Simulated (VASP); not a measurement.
# HC16 (a cell with a defect) in VASP: a series of runs

HC16 (a cell with a defect) is run at these levels: PBE+D3(BJ); tasks: single point.

Program: VASP 6.6.1. These are calculated values, not measurements. Logs are shortened: lines on timing, memory, paths and dates and some standing lists are left out, and cuts for length are marked.

### Step 1. The cell of the first run

The cell holds a defect, 17 atoms: a = 5.049 Å, b = 5.049 Å, c = 5.049 Å, α = 60.00°, β = 60.00°, γ = 60.00°.

### Step 2. Single point, PBE+D3(BJ)

INCAR

```
ALGO = Normal ; EDIFF = 1E-7
ENCUT = 520 ; GGA = PE
ISIF = 2 ; ISMEAR = 0
IVDW = 12 ; LASPH = True
LCHARG = False ; LREAL = Auto
LWAVE = False ; NBANDS = 46
NELECT = 64.0 ; NELM = 60
PREC = Accurate ; SIGMA = 0.05
```

KPOINTS

```
k-points
0
Gamma
  3 3 3
```

POSCAR

```
HC16
1.0
    0.0000000000      3.5700000000      3.5700000000
    3.5700000000      0.0000000000      3.5700000000
    3.5700000000      3.5700000000      0.0000000000
C H
16 1
Direct
   -0.0068047109      0.0024146376     -0.0102299972
    0.1144311131      0.1266547977      0.1177164625
   -0.0028068480      0.0034670687      0.4903380646
    0.1218514979      0.1267188577      0.6159541010
    0.0266638124      0.4899678283     -0.0149596530
    0.1230353731      0.6268168624      0.1176229873
   -0.0008530749      0.4998535807      0.4915743074
    0.1335549243      0.6254671327      0.6059184216
    0.4840601984      0.0125037648     -0.0071407242
    0.6185431066      0.1267677976      0.1184752197
    0.4958214106      0.0024083057      0.4916112978
    0.6204701086      0.1280528234      0.6148480408
    0.4947289424      0.5007151814     -0.0085400984
    0.5910511357      0.6332152757      0.1283883513
    0.5031879167      0.5006811061      0.4916583099
    0.6245111487      0.6285718192      0.6158782916
    0.8086769453      0.7145954603      0.9047208172
```

Potentials or basis: VASP PAW PBE potentials, release 64 (C, H).

Run with:

```console
cat potpaw_PBE.64/C/POTCAR potpaw_PBE.64/H/POTCAR > POTCAR
mpirun -np 1 vasp_std > vasp.out
```

OUTCAR:

```text
EDIFF = 1E-7
   ENCUT = 520
   GGA = PE
   ISIF = 2
   ISMEAR = 0
   IVDW = 12
   LASPH = True
   LREAL = Auto
   NELECT = 64.0
   NELM = 60
   PREC = Accurate
 IVDW          = 12

 ion  position               nearest neighbor table
   1  0.993  0.002  0.990-   2 1.54   4 1.54  10 1.54   6 1.55
   2  0.114  0.127  0.118-   5 1.50   9 1.52   3 1.54   1 1.54
   3  0.997  0.003  0.490-   2 1.54   4 1.54  12 1.55   8 1.56
   4  0.122  0.127  0.616-   7 1.54   3 1.54   1 1.54  11 1.54
   5  0.027  0.490  0.985-  17 1.18   2 1.50   6 1.51   8 1.57  14 1.80
   6  0.123  0.627  0.118-   5 1.51  13 1.53   7 1.54   1 1.55
   7  0.999  0.500  0.492-   4 1.54   6 1.54   8 1.54  16 1.54
   8  0.134  0.625  0.606-  15 1.52   7 1.54   3 1.56   5 1.57
   9  0.484  0.013  0.993-   2 1.52  10 1.54  12 1.56  14 1.57
  10  0.619  0.127  0.118-  11 1.54  13 1.54   9 1.54   1 1.54
  11  0.496  0.002  0.492-  10 1.54  12 1.54  16 1.54   4 1.54
  12  0.620  0.128  0.615-  15 1.54  11 1.54   3 1.55   9 1.56
  13  0.495  0.501  0.991-  14 1.51   6 1.53  10 1.54  16 1.55
  14  0.591  0.633  0.128-  17 1.18  15 1.50  13 1.51   9 1.57   5 1.80
  15  0.503  0.501  0.492-  14 1.50   8 1.52  12 1.54  16 1.54
  16  0.625  0.629  0.616-  15 1.54  11 1.54   7 1.54  13 1.55
  17  0.809  0.715  0.905-  14 1.18   5 1.18

  LATTYP: Found a face centered cubic cell.
 ALAT       =     7.1400000000

  Lattice vectors:

 A1 = (   0.0000000000,   3.5700000000,   3.5700000000)
 A2 = (   3.5700000000,   0.0000000000,   3.5700000000)
 A3 = (   3.5700000000,   3.5700000000,   0.0000000000)

Analysis of symmetry for initial positions (statically):
=====================================================================
 Subroutine PRICEL returns:
 Original cell was already a primitive cell.

 Routine SETGRP: Setting up the symmetry group for a
 face centered cubic supercell.

 Subroutine GETGRP returns: Found  1 space group operations
 (whereof  1 operations were pure point group operations)
 out of a pool of 48 trial point group operations.

The static configuration has the point symmetry C_1 .

Analysis of symmetry for dynamics (positions and initial velocities):
=====================================================================
 Subroutine PRICEL returns:
 Original cell was already a primitive cell.

 Routine SETGRP: Setting up the symmetry group for a
 face centered cubic supercell.

 Subroutine GETGRP returns: Found  1 space group operations
 (whereof  1 operations were pure point group operations)
 out of a pool of 48 trial point group operations.

The dynamic configuration has the point symmetry C_1 .

 Subroutine INISYM returns: Found  1 space group operations
 (whereof  1 operations are pure point group operations),
 and found     1 'primitive' translations

----------------------------------------------------------------------------------------

                                     Primitive cell

  volume of cell :      90.9986

  direct lattice vectors                    reciprocal lattice vectors
     0.000000000  3.570000000  3.570000000    -0.140056022  0.140056022  0.140056022
     3.570000000  0.000000000  3.570000000     0.140056022 -0.140056022  0.140056022
     3.570000000  3.570000000  0.000000000     0.140056022  0.140056022 -0.140056022

  length of vectors
     5.048742418  5.048742418  5.048742418     0.242584147  0.242584147  0.242584147

  position of ions in fractional coordinates (direct lattice)
     0.993195289  0.002414638  0.989770003
     0.114431113  0.126654798  0.117716462
     0.997193152  0.003467069  0.490338065
     0.121851498  0.126718858  0.615954101
     0.026663812  0.489967828  0.985040347
     0.123035373  0.626816862  0.117622987
[... 9 lines left out ...]
     0.624511149  0.628571819  0.615878292
     0.808676945  0.714595460  0.904720817

  ion indices of the primitive-cell ions
   primitive index   ion index
                 1           1
                 2           2
                 3           3
                 4           4
                 5           5
                 6           6
[... 9 lines left out ...]
                16          16
                17          17

----------------------------------------------------------------------------------------

 KPOINTS: k-points

Automatic generation of k-mesh.
 Grid dimensions read from file:
 generate k-points for:    3    3    3

 Generating k-lattice:

  Cartesian coordinates                     Fractional coordinates (reciprocal lattice)
    -0.046685341  0.046685341  0.046685341     0.333333333  0.000000000  0.000000000
     0.046685341 -0.046685341  0.046685341     0.000000000  0.333333333  0.000000000
     0.046685341  0.046685341 -0.046685341     0.000000000  0.000000000  0.333333333

  Length of vectors
     0.080861382  0.080861382  0.080861382

  Shift w.r.t. Gamma in fractional coordinates (k-lattice)
     0.000000000  0.000000000  0.000000000

 Subroutine IBZKPT returns following result:
 ===========================================

 Found     14 irreducible k-points:

 Following reciprocal coordinates:
            Coordinates               Weight
  0.000000  0.000000  0.000000      1.000000
  0.333333  0.000000  0.000000      2.000000
  0.000000  0.333333  0.000000      2.000000
  0.000000  0.000000  0.333333      2.000000
  0.333333  0.333333  0.333333      2.000000
  0.333333  0.333333  0.000000      2.000000
  0.000000  0.333333  0.333333      2.000000
  0.333333  0.000000  0.333333      2.000000
 -0.333333  0.333333  0.000000      2.000000
  0.000000 -0.333333  0.333333      2.000000
  0.333333  0.000000 -0.333333      2.000000
  0.333333  0.333333 -0.333333      2.000000
 -0.333333  0.333333 -0.333333      2.000000
  0.333333 -0.333333 -0.333333      2.000000
   k-points           NKPTS =     14   k-points in BZ     NKDIM =     14   number of bands    NBANDS=     46
   number of dos      NEDOS =    301   number of ions     NIONS =     17
   total plane-waves  NPLWV =  64000
   dimension x,y,z NGX =    40 NGY =   40 NGZ =   40
   dimension x,y,z NGXF=    80 NGYF=   80 NGZF=   80
   ions per type =              16   1
   NGX,Y,Z   is equivalent  to a cutoff of  13.17, 13.17, 13.17 a.u.
   NGXF,Y,Z  is equivalent  to a cutoff of  26.34, 26.34, 26.34 a.u.
 SYSTEM =  unknown system
   PREC   = accura    normal or accurate (medium, high low for compatibility)
   ISTART =      0    job   : 0-new  1-cont  2-samecut
   ICHARG =      2    charge: 1-file 2-atom 10-const
   ISPIN  =      1    spin polarized calculation?
   LNONCOLLINEAR =      F non collinear calculations
   LSORBIT =      F    spin-orbit coupling
   LASPH  =      T    aspherical Exc in radial PAW
   ENCUT  =  520.0 eV  38.22 Ry    6.18 a.u.   9.39  9.39  9.39*2*pi/ulx,y,z
   NELM   =     60;   NELMIN=  2; NELMDL= -5     # of ELM steps
   EDIFF  = 0.1E-06   stopping-criterion for ELM
   LREAL  =      T    real-space projection
   EDIFFG = 0.1E-05   stopping-criterion for IOM
   NSW    =      0    number of steps for IOM
   IBRION =     -1    ionic relax: 0-MD 1-quasi-New 2-CG
   NFREE  =      0    steps in history (QN), initial steepest desc. (CG)
   ISIF   =      2    stress and relaxation
   ISYM   =      2    0-nonsym 1-usesym 2-fastsym
   POTIM  = 0.5000    time-step for ionic-motion
   TEBEG  =    0.0;   TEEND  =   0.0 temperature during run
   PSTRESS=    0.0 pullay stress
   NELECT =      64.0000    total number of electrons
   NUPDOWN=      -1.0000    fix difference up-down
   EMIN   =  10.00;   EMAX   =-10.00  energy-range for DOS
   EFERMI =   0.00;   METHOD = LEGACY
   ISMEAR =     0;   SIGMA  =   0.05  broadening in eV -4-tet -1-fermi 0-gaus
   EFERMI_NEDOS =   21; number of points for ismear=-14 and -15
   IALGO  =     38    algorithm
   IMIX   =      4    mixing-type and parameters
     AMIX     =   0.40;   BMIX     =  1.00
     AMIX_MAG =   1.60;   BMIX_MAG =  1.00
  volume/ion in A,a.u.               =       5.35        36.12
  Fermi-wavevector in a.u.,A,eV,Ry     =   1.455872  2.751200 28.838420  2.119564
  Thomas-Fermi vector in A             =   2.572856
   LORBIT       =      0    0 simple, 1 ext, 2 COOP (PROOUT), +10 PAW based schemes
   GGA     = PE    functional components
   LHFCALC =     F    Hartree Fock is set to
   AEXX    =    0.0000 exact exchange contribution
   IVDW    =    12    specifies the selected vdW correction
   LEPSILON=     F    determine dielectric tensor
   LRPA    =     F    only Hartree local field effects (RPA)
 non-spin polarized calculation
 Gauss-broadening in eV      SIGMA  =   0.05
  energy-cutoff  :      520.00
  volume of cell :       91.00
 maximum number of plane-waves:      2453
 NGX is ok and might be reduce to    40
   NGX = 19   NGY = 19   NGZ = 19

 number of electron      64.0000000 magnetization

 Free energy of the ion-electron system (eV)
  ---------------------------------------------------
  ext. energy  EPLUGINS =         0.00000000
  ---------------------------------------------------
  free energy    TOTEN  =      -155.22756103 eV

  energy without entropy =     -155.22756103  energy(sigma->0) =     -155.22756103

 E-fermi :  10.1752     XC(G=0): -13.2420

 val. band max:        9.8912056006   @ k =   0.0000   0.0000   0.0000
 cond. band min:      12.4776466753   @ k =   0.0000   0.0000   0.0000
 fundamental gap:      2.5864410746
 Fermi energy:        10.1752207755

 k-point     1 :       0.0000    0.0000    0.0000
  band No.  band energies     occupation
      1     -11.9898      2.00000
      2      -6.9395      2.00000
      3      -6.0150      2.00000
      4      -5.9367      2.00000
      5      -5.8841      2.00000
      6      -4.7864      2.00000
[... 36 lines left out ...]
     43      17.6804      0.00000
     44      18.0435      0.00000

 k-point     2 :       0.3333    0.0000    0.0000
  band No.  band energies     occupation
      1     -11.2438      2.00000
      2      -9.0095      2.00000
      3      -6.8840      2.00000
      4      -6.0007      2.00000
      5      -5.9106      2.00000
      6      -5.1837      2.00000
[... 36 lines left out ...]
     43      17.5459      0.00000
     44      18.0724      0.00000

 k-point     3 :       0.0000    0.3333    0.0000
  band No.  band energies     occupation
      1     -11.2765      2.00000
      2      -8.9368      2.00000
      3      -6.6906      2.00000
      4      -6.1694      2.00000
      5      -5.9239      2.00000
      6      -5.2181      2.00000
[... 36 lines left out ...]
     43      17.7330      0.00000
     44      17.9995      0.00000

 k-point     4 :       0.0000    0.0000    0.3333
  band No.  band energies     occupation
      1     -11.2767      2.00000
      2      -8.9363      2.00000
      3      -6.6898      2.00000
      4      -6.1686      2.00000
      5      -5.9243      2.00000
      6      -5.2191      2.00000
[... 412 lines left out ...]
     43      19.1523      0.00000
     44      19.4695      0.00000

 k-point    13 :      -0.3333    0.3333   -0.3333
  band No.  band energies     occupation
      1     -10.3552      2.00000
      2      -9.0703      2.00000
      3      -8.8662      2.00000
      4      -7.0617      2.00000
      5      -6.7593      2.00000
      6      -4.5231      2.00000
[... 36 lines left out ...]
     43      19.1515      0.00000
     44      19.4705      0.00000

 k-point    14 :       0.3333   -0.3333   -0.3333
  band No.  band energies     occupation
      1     -10.2737      2.00000
      2      -9.2711      2.00000
      3      -8.8136      2.00000
      4      -7.0308      2.00000
      5      -6.7162      2.00000
      6      -4.5251      2.00000
[... 36 lines left out ...]
     43      19.1610      0.00000
     44      19.4384      0.00000
 [bands above 44 left out]

------------------------ aborting loop because EDIFF is reached ----------------------------------------

 Edisp (eV)   -3.23252

 E8    (eV) :    -0.9204

  FORCE on cell =-STRESS in cart. coord.  units (eV):
  Direction    XX          YY          ZZ          XY          YZ          ZX
  --------------------------------------------------------------------------------------
  -------------------------------------------------------------------------------------
  Total      -8.82720    -9.10157    -9.08616    -2.55515     2.08989    -2.60097
  in kB    -155.41722  -160.24778  -159.97650   -44.98763    36.79583   -45.79436
  external pressure =     -158.55 kB  Pullay stress =        0.00 kB

 VOLUME and BASIS-vectors are now :
 -----------------------------------------------------------------------------
  energy-cutoff  :      520.00
  volume of cell :       91.00
      direct lattice vectors                 reciprocal lattice vectors
     0.000000000  3.570000000  3.570000000    -0.140056022  0.140056022  0.140056022
     3.570000000  0.000000000  3.570000000     0.140056022 -0.140056022  0.140056022
     3.570000000  3.570000000  0.000000000     0.140056022  0.140056022 -0.140056022

 POSITION                                       TOTAL-FORCE (eV/Angst)
 -----------------------------------------------------------------------------------
      3.54210      7.07919      3.55433         0.000455      0.002951     -0.002525
      0.87241      0.82877      0.86068         0.000037     -0.002930     -0.006085
      1.76288      5.31049      3.57236        -0.002401     -0.003462     -0.006011
      2.65134      2.63397      0.88740        -0.002879     -0.000979      0.005833
      5.26578      3.61178      1.84437        -0.003867      0.001759     -0.009248
      2.65765      0.85915      2.67697         0.008943      0.002672      0.009810
[... 9 lines left out ...]
      4.44269      4.42819      4.47351         0.000067      0.003057      0.003528
      5.78096      6.11683      5.43808        -0.003128     -0.013930      0.016826
 -----------------------------------------------------------------------------------
    total drift:                                0.000416     -0.011563     -0.002298

  FREE ENERGIE OF THE ION-ELECTRON SYSTEM (eV)
  ---------------------------------------------------
  free  energy   TOTEN  =      -158.4600858051 eV

  energy  without entropy=     -158.4600858051  energy(sigma->0) =     -158.46008581
```

Wall time 83 s (1 thread of AMD EPYC 9R45 (Zen 5), shared host); peak memory 0.22 GiB.

What came out:

* Free energy: -158.4601 eV
* Largest force: 0.022 eV/Å
* Dispersion energy per atom: -0.190 eV

Forces in eV/Å, atoms in the order of the input:
```
C    0.000  0.003 -0.003
C    0.000 -0.003 -0.006
C   -0.002 -0.003 -0.006
C   -0.003 -0.001  0.006
C   -0.004  0.002 -0.009
C    0.009  0.003  0.010
C    0.002 -0.002 -0.001
C    0.007 -0.007  0.000
C    0.000 -0.001  0.001
C    0.000  0.001  0.000
C   -0.002  0.000 -0.001
C    0.000  0.003 -0.001
C   -0.010  0.000 -0.006
C    0.006  0.002 -0.003
C    0.000  0.016 -0.001
C    0.000  0.003  0.004
H   -0.003 -0.014  0.017
```

Caveat: the k points lie up to 0.51 Å⁻¹ apart; the cell carries a net charge on a neutralising background, which shifts energy and pressure; the cell is charged against a uniform background, so pressure and absolute levels hang on convention.

### Step 3. Single point, PBE+D3(BJ)

INCAR

```
PREC = Accurate ; ENCUT = 520
EDIFF = 1E-6 ; ISMEAR = 0
SIGMA = 0.05 ; LREAL = Auto
LASPH = T ; NELM = 100
ALGO = Normal ; ISIF = 2
LWAVE = F ; LCHARG = F
GGA = PE ; IVDW = 12
NELECT = 64.0 ; NBANDS = 46
```

KPOINTS

```
Automatic mesh
0
Gamma
  3 3 3
```

POSCAR

```
HC16
1.0
    0.0000000000      3.5700000000      3.5700000000
    3.5700000000      0.0000000000      3.5700000000
    3.5700000000      3.5700000000      0.0000000000
C H
16 1
Direct
    0.0093659129     -0.0062952675     -0.0033700732
    0.1336828158      0.1153288869      0.1253391599
    0.0092758705     -0.0106885200      0.4984862939
    0.1336520800      0.1146055432      0.6227898701
    0.0192279094      0.4896978325     -0.0002397813
    0.1335522697      0.6202671992      0.1245085078
    0.0103877308      0.4881483286      0.4971471234
    0.1349180626      0.6157657818      0.6217425454
    0.5076431429     -0.0077488886     -0.0015783883
    0.6337970437      0.1116913411      0.1244941182
    0.5068016035     -0.0114285463      0.4984352653
    0.6354362710      0.1102530842      0.6228130205
    0.4969277479      0.4774979081     -0.0078415596
    0.6401459472      0.6263341254      0.1351906565
    0.5075389665      0.4836460694      0.4985837464
    0.6324122518      0.6142106420      0.6127542294
    0.7206311638      0.5531808100      0.9100782159
```

Potentials or basis: VASP PAW PBE potentials, release 64 (C, H).

Run with:

```console
cat potpaw_PBE.64/C/POTCAR potpaw_PBE.64/H/POTCAR > POTCAR
mpirun -np 1 vasp_std > vasp.out
```

It took 76 s on 1 thread of AMD EPYC 9R45 (Zen 5), shared host; peak memory 0.22 GiB.

Results (log left out):

| Item | Value |
| --- | --- |
| Free energy | -158.4601 eV |
| Largest force | 0.026 eV/Å |
| Dispersion energy per atom | -0.190 eV |

Forces in eV/Å, atoms in the order of the input:
```
C    0.002  0.002  0.004
C    0.000 -0.001 -0.004
C    0.000  0.005  0.008
C    0.001  0.001 -0.002
C   -0.017  0.004  0.010
C    0.023  0.002  0.004
C   -0.002  0.003  0.004
C   -0.003 -0.002 -0.004
C    0.003 -0.016  0.007
C    0.003  0.016 -0.005
C    0.007 -0.001  0.000
C   -0.006  0.004 -0.006
C   -0.004 -0.012 -0.016
C    0.020  0.003 -0.004
C   -0.007 -0.001 -0.019
C   -0.003 -0.009  0.004
H   -0.018  0.002  0.018
```

Levels at points of the mesh, in eV from the Fermi level:
```csv
k point,band 29,band 30,band 31,band 32,band 33,band 34,band 35,band 36
"(0.00, 0.00, 0.00)",-2.86,-0.53,-0.40,-0.25,2.35,3.08,4.04,4.25
```

Caveat: the k points lie up to 0.51 Å⁻¹ apart; the cell carries a net charge on a neutralising background, which shifts energy and pressure; the cell is charged against a uniform background, so pressure and absolute levels hang on convention.

(Part 1 of 2 ends here.)
